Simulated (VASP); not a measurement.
# CdSiN2 (P-4m2) in VASP: single point with r2SCAN

Aim: the single point of CdSiN2 with r2SCAN.

All numbers are computed with VASP 6.6.1; they aren't measurements. Logs are shortened: lines on timing, memory, paths and dates and some standing lists are left out, and cuts for length are marked.

### 1 The cell of the first run

It takes space group P-4m2 (No. 115, tetragonal). The conventional cell has a = 3.148 Å, b = 3.148 Å, c = 5.110 Å, α = 90.00°, β = 90.00°, γ = 90.00°. Cd (site symmetry -4m2) has 4 N at 2.28 Å within 3.0 Å. N (site symmetry 2mm) has 2 Si at 1.82 Å and 2 Cd at 2.28 Å within 2.4 Å. Si (site symmetry -4m2) has 4 N at 1.82 Å within 2.4 Å.

### 2 Single point, r2SCAN (biaxial xy strain +3.8%)

The input, POSCAR:

```
CdSiN2
1.0
    3.1480664100      0.0000000000      0.0000000000
    0.0000000000      3.1480664100      0.0000000000
    0.0000000000      0.0000000000      5.1102333328
Cd N Si
1 2 1
Direct
    0.0000000000      0.0000000000      0.0000000000
    0.0000000000      0.5000000000      0.3225100448
    0.5000000000      0.0000000000      0.6774899552
    0.5000000000      0.5000000000      0.5000000000
```

The input, INCAR.step1:

```
  PREC = Accurate
  ENCUT = 660
  ISMEAR = 0
  SIGMA = 0.01
  LREAL = F
  LASPH = T
  NELM = 120
  NBANDS = 25
  GGA = PE
  ALGO = Normal
  EDIFF = 1E-5
  LWAVE = T
  LCHARG = F
  GGA_COMPAT = F
```

The input, INCAR.step2:

```
  PREC = Accurate
  ENCUT = 660
  EDIFF = 1E-6
  ISMEAR = 0
  SIGMA = 0.01
  LREAL = F
  LASPH = T
  NELM = 120
  ALGO = Normal
  ISIF = 2
  LWAVE = F
  LCHARG = F
  METAGGA = R2SCAN
  LMIXTAU = T
  NBANDS = 25
  ISTART = 1
  GGA_COMPAT = F
```

The input, KPOINTS:

```
Automatic mesh
0
Gamma
  8 8 6
```

Potentials or basis: VASP PAW PBE potentials, release 64 (Cd_sv_GW, N, Si).

Run with:

```
cat potpaw_PBE.64/Cd_sv_GW/POTCAR potpaw_PBE.64/N/POTCAR potpaw_PBE.64/Si/POTCAR > POTCAR
cp INCAR.step1 INCAR
mpirun -np 1 vasp_std > vasp.out
cp INCAR.step2 INCAR
mpirun -np 1 vasp_std > vasp.out
```

OUTCAR:

```text
PREC = Accurate
   ENCUT = 660
   EDIFF = 1E-6
   ISMEAR = 0
   LREAL = F
   LASPH = T
   NELM = 120
   ISIF = 2
   METAGGA = R2SCAN
   ISTART = 1

 ion  position               nearest neighbor table
   1  0.000  0.000  0.000-
   2  0.000  0.500  0.323-   4 1.82   4 1.82
   3  0.500  0.000  0.677-   4 1.82   4 1.82
   4  0.500  0.500  0.500-   2 1.82   3 1.82   3 1.82   2 1.82

  LATTYP: Found a simple tetragonal cell.
 ALAT       =     3.1480664100
 C/A-ratio  =     1.6232927350

  Lattice vectors:

 A1 = (   3.1480664100,   0.0000000000,   0.0000000000)
 A2 = (   0.0000000000,   3.1480664100,   0.0000000000)
 A3 = (   0.0000000000,   0.0000000000,   5.1102333328)

Analysis of symmetry for initial positions (statically):
=====================================================================
 Subroutine PRICEL returns:
 Original cell was already a primitive cell.

 Routine SETGRP: Setting up the symmetry group for a
 simple tetragonal supercell.

 Subroutine GETGRP returns: Found  8 space group operations
 (whereof  8 operations were pure point group operations)
 out of a pool of 16 trial point group operations.

The static configuration has the point symmetry D_2d.

Analysis of symmetry for dynamics (positions and initial velocities):
=====================================================================
 Subroutine PRICEL returns:
 Original cell was already a primitive cell.

 Routine SETGRP: Setting up the symmetry group for a
 simple tetragonal supercell.

 Subroutine GETGRP returns: Found  8 space group operations
 (whereof  8 operations were pure point group operations)
 out of a pool of 16 trial point group operations.

The dynamic configuration has the point symmetry D_2d.

 Subroutine INISYM returns: Found  8 space group operations
 (whereof  8 operations are pure point group operations),
 and found     1 'primitive' translations

----------------------------------------------------------------------------------------

                                     Primitive cell

  volume of cell :      50.6441

  direct lattice vectors                    reciprocal lattice vectors
     3.148066410  0.000000000  0.000000000     0.317655306  0.000000000  0.000000000
     0.000000000  3.148066410  0.000000000     0.000000000  0.317655306  0.000000000
     0.000000000  0.000000000  5.110233333     0.000000000  0.000000000  0.195685781

  length of vectors
     3.148066410  3.148066410  5.110233333     0.317655306  0.317655306  0.195685781

  position of ions in fractional coordinates (direct lattice)
     0.000000000  0.000000000  0.000000000
     0.000000000  0.500000000  0.322510045
     0.500000000  0.000000000  0.677489955
     0.500000000  0.500000000  0.500000000

  ion indices of the primitive-cell ions
   primitive index   ion index
                 1           1
                 2           2
                 3           3
                 4           4

----------------------------------------------------------------------------------------

 KPOINTS: Automatic mesh

Automatic generation of k-mesh.
 Grid dimensions read from file:
 generate k-points for:    8    8    6

 Generating k-lattice:

  Cartesian coordinates                     Fractional coordinates (reciprocal lattice)
     0.039706913  0.000000000  0.000000000     0.125000000  0.000000000  0.000000000
     0.000000000  0.039706913  0.000000000     0.000000000  0.125000000  0.000000000
     0.000000000  0.000000000  0.032614297     0.000000000  0.000000000  0.166666667

  Length of vectors
     0.039706913  0.039706913  0.032614297

  Shift w.r.t. Gamma in fractional coordinates (k-lattice)
     0.000000000  0.000000000  0.000000000

 Subroutine IBZKPT returns following result:
 ===========================================

 Found     60 irreducible k-points:

 Following reciprocal coordinates:
            Coordinates               Weight
  0.000000  0.000000  0.000000      1.000000
  0.125000  0.000000  0.000000      4.000000
  0.250000  0.000000  0.000000      4.000000
  0.375000  0.000000  0.000000      4.000000
  0.500000  0.000000  0.000000      2.000000
  0.125000  0.125000  0.000000      4.000000
[... 16 lines left out ...]
  0.375000  0.125000  0.166667     16.000000
  0.500000  0.125000  0.166667      8.000000
 [... further k-points ...]
   k-points           NKPTS =     60   k-points in BZ     NKDIM =     60   number of bands    NBANDS=     25
   number of dos      NEDOS =    301   number of ions     NIONS =      4
   total plane-waves  NPLWV =  37632
   dimension x,y,z NGX =    28 NGY =   28 NGZ =   48
   dimension x,y,z NGXF=    56 NGYF=   56 NGZF=   96
   ions per type =               1   2   1
   NGX,Y,Z   is equivalent  to a cutoff of  14.79, 14.79, 15.62 a.u.
   NGXF,Y,Z  is equivalent  to a cutoff of  29.57, 29.57, 31.23 a.u.
 SYSTEM =  unknown system
   PREC   = accura    normal or accurate (medium, high low for compatibility)
   ISTART =      1    job   : 0-new  1-cont  2-samecut
   ICHARG =      0    charge: 1-file 2-atom 10-const
   ISPIN  =      1    spin polarized calculation?
   LNONCOLLINEAR =      F non collinear calculations
   LSORBIT =      F    spin-orbit coupling
   LASPH  =      T    aspherical Exc in radial PAW
   ENCUT  =  660.0 eV  48.51 Ry    6.96 a.u.   6.59  6.59 10.70*2*pi/ulx,y,z
   NELM   =    120;   NELMIN=  2; NELMDL=  0     # of ELM steps
   EDIFF  = 0.1E-05   stopping-criterion for ELM
   LREAL  =      F    real-space projection
   EDIFFG = 0.1E-04   stopping-criterion for IOM
   NSW    =      0    number of steps for IOM
   IBRION =     -1    ionic relax: 0-MD 1-quasi-New 2-CG
   NFREE  =      0    steps in history (QN), initial steepest desc. (CG)
   ISIF   =      2    stress and relaxation
   ISYM   =      2    0-nonsym 1-usesym 2-fastsym
   POTIM  = 0.5000    time-step for ionic-motion
   TEBEG  =    0.0;   TEEND  =   0.0 temperature during run
   PSTRESS=    0.0 pullay stress
   NELECT =      34.0000    total number of electrons
   NUPDOWN=      -1.0000    fix difference up-down
   EMIN   =  10.00;   EMAX   =-10.00  energy-range for DOS
   EFERMI =   0.00;   METHOD = LEGACY
   ISMEAR =     0;   SIGMA  =   0.01  broadening in eV -4-tet -1-fermi 0-gaus
   EFERMI_NEDOS =   21; number of points for ismear=-14 and -15
   IALGO  =     38    algorithm
   IMIX   =      4    mixing-type and parameters
     AMIX     =   0.40;   BMIX     =  1.00
     AMIX_MAG =   1.60;   BMIX_MAG =  1.00
  volume/ion in A,a.u.               =      12.66        85.44
  Fermi-wavevector in a.u.,A,eV,Ry     =   1.433480  2.708884 27.958134  2.054865
  Thomas-Fermi vector in A             =   2.552994
   LORBIT       =      0    0 simple, 1 ext, 2 COOP (PROOUT), +10 PAW based schemes
   METAGGA = R2SCAN    functional components
   LHFCALC =     F    Hartree Fock is set to
   AEXX    =    0.0000 exact exchange contribution
   IVDW    =     0    specifies the selected vdW correction
   LEPSILON=     F    determine dielectric tensor
   LRPA    =     F    only Hartree local field effects (RPA)
 non-spin polarized calculation
 Gauss-broadening in eV      SIGMA  =   0.01
  energy-cutoff  :      660.00
  volume of cell :       50.64
 maximum number of plane-waves:      1973
 NGX is ok and might be reduce to    28
   NGX = 13   NGY = 13   NGZ = 21

 number of electron      33.9999990 magnetization

 Free energy of the ion-electron system (eV)
  ---------------------------------------------------
  ext. energy  EPLUGINS =         0.00000000
  ---------------------------------------------------
  free energy    TOTEN  =       -49.31294645 eV

  energy without entropy =      -49.31294645  energy(sigma->0) =      -49.31294645

 E-fermi :   5.8878     XC(G=0): -11.7889

 val. band max:        5.7698227278   @ k =   0.0000   0.0000   0.0000
 cond. band min:       6.9325835663   @ k =   0.0000   0.0000   0.0000
 fundamental gap:      1.1627608385
 Fermi energy:         5.8878097626

 k-point     1 :       0.0000    0.0000    0.0000
  band No.  band energies     occupation
      1     -98.5136      2.00000
      2     -58.7247      2.00000
      3     -58.7247      2.00000
      4     -58.5649      2.00000
      5     -11.4499      2.00000
      6      -8.6316      2.00000
[... 17 lines left out ...]
     24      17.3495      0.00000
     25      19.4600      0.00000

 k-point     2 :       0.1250    0.0000    0.0000
  band No.  band energies     occupation
      1     -98.5135      2.00000
      2     -58.7274      2.00000
      3     -58.7246      2.00000
      4     -58.5647      2.00000
      5     -11.3015      2.00000
      6      -8.6400      2.00000
[... 17 lines left out ...]
     24      17.4839      0.00000
     25      19.1593      0.00000

 k-point     3 :       0.2500    0.0000    0.0000
  band No.  band energies     occupation
      1     -98.5132      2.00000
      2     -58.7338      2.00000
      3     -58.7241      2.00000
      4     -58.5642      2.00000
      5     -10.8815      2.00000
      6      -8.7118      2.00000
[... 17 lines left out ...]
     24      17.2172      0.00000
     25      19.4494      0.00000

 k-point     4 :       0.3750    0.0000    0.0000
  band No.  band energies     occupation
      1     -98.5129      2.00000
      2     -58.7403      2.00000
      3     -58.7237      2.00000
      4     -58.5636      2.00000
      5     -10.2815      2.00000
      6      -8.9514      2.00000
[... 17 lines left out ...]
     24      16.8798      0.00000
     25      20.1918      0.00000
[... 477 lines left out ...]
 k-point    22 :       0.2500    0.1250    0.1667
  band No.  band energies     occupation
      1     -98.5131      2.00000
      2     -58.7337      2.00000
      3     -58.7268      2.00000
      4     -58.5640      2.00000
      5     -10.7131      2.00000
      6      -8.7350      2.00000
[... 17 lines left out ...]
     24      17.2606      0.00000
     25      18.3141      0.00000

 k-point    23 :       0.3750    0.1250    0.1667
  band No.  band energies     occupation
      1     -98.5128      2.00000
      2     -58.7401      2.00000
      3     -58.7263      2.00000
      4     -58.5634      2.00000
      5     -10.1386      2.00000
      6      -8.9201      2.00000
[... 17 lines left out ...]
     24      17.6886      0.00000
     25      18.7090      0.00000

 k-point    24 :       0.5000    0.1250    0.1667
  band No.  band energies     occupation
      1     -98.5126      2.00000
      2     -58.7427      2.00000
      3     -58.7262      2.00000
      4     -58.5632      2.00000
      5      -9.7129      2.00000
      6      -9.1808      2.00000
[... 17 lines left out ...]
     24      17.4567      0.00000
     25      19.5776      0.00000

 [... further k-points ...]

------------------------ aborting loop because EDIFF is reached ----------------------------------------

  FORCE on cell =-STRESS in cart. coord.  units (eV):
  Direction    XX          YY          ZZ          XY          YZ          ZX
  --------------------------------------------------------------------------------------
  -------------------------------------------------------------------------------------
  Total       -4.3901719     -4.3901719     -2.7815596      0.0000000      0.0000000      0.0000000
  in kB     -138.8876433   -138.8876433    -87.9975226      0.0000000      0.0000000      0.0000000
  external PRESSURE =    -121.9242697 kB  Pullay stress =       0.0000000 kB

 VOLUME and BASIS-vectors are now :
 -----------------------------------------------------------------------------
  energy-cutoff  :      660.00
  volume of cell :       50.64
      direct lattice vectors                 reciprocal lattice vectors
     3.148066410  0.000000000  0.000000000     0.317655306  0.000000000  0.000000000
     0.000000000  3.148066410  0.000000000     0.000000000  0.317655306  0.000000000
     0.000000000  0.000000000  5.110233333     0.000000000  0.000000000  0.195685781

 POSITION                                       TOTAL-FORCE (eV/Angst)
 -----------------------------------------------------------------------------------
      0.00000      0.00000      0.00000         0.000000      0.000000     -0.000000
      0.00000      1.57403      1.64810        -0.000000      0.000000     -0.012760
      1.57403      0.00000      3.46213         0.000000      0.000000      0.012760
      1.57403      1.57403      2.55512         0.000000     -0.000000     -0.000000
 -----------------------------------------------------------------------------------
    total drift:                               -0.000000     -0.000000     -0.000000

  FREE ENERGIE OF THE ION-ELECTRON SYSTEM (eV)
  ---------------------------------------------------
  free  energy   TOTEN  =       -49.3129464486 eV

  energy  without entropy=      -49.3129464486  energy(sigma->0) =      -49.31294645
```

Wall time 5 min (1 thread of Intel Xeon Platinum 8488C (Sapphire Rapids), shared host); peak memory 0.29 GiB.

What came out:

- Free energy: -49.3129 eV
- Pressure: -12.2 GPa
- Largest force: 0.013 eV/Å
- Band gap on the k mesh: 1.16 eV

Forces on the atoms (eV/Å):
```
Cd   0.000  0.000  0.000
N    0.000  0.000 -0.013
N    0.000  0.000  0.013
Si   0.000  0.000  0.000
```

Stress tensor (GPa, compression positive):
```
-13.89   0.00   0.00
  0.00 -13.89   0.00
  0.00   0.00  -8.80
```

Caveat: the cell differs from its parent crystal (biaxial xy strain +3.8%); the stress differs along the axes, from -14 to -9 GPa; the PAW data sets were made with another functional, which shifts forces and pressure a little.
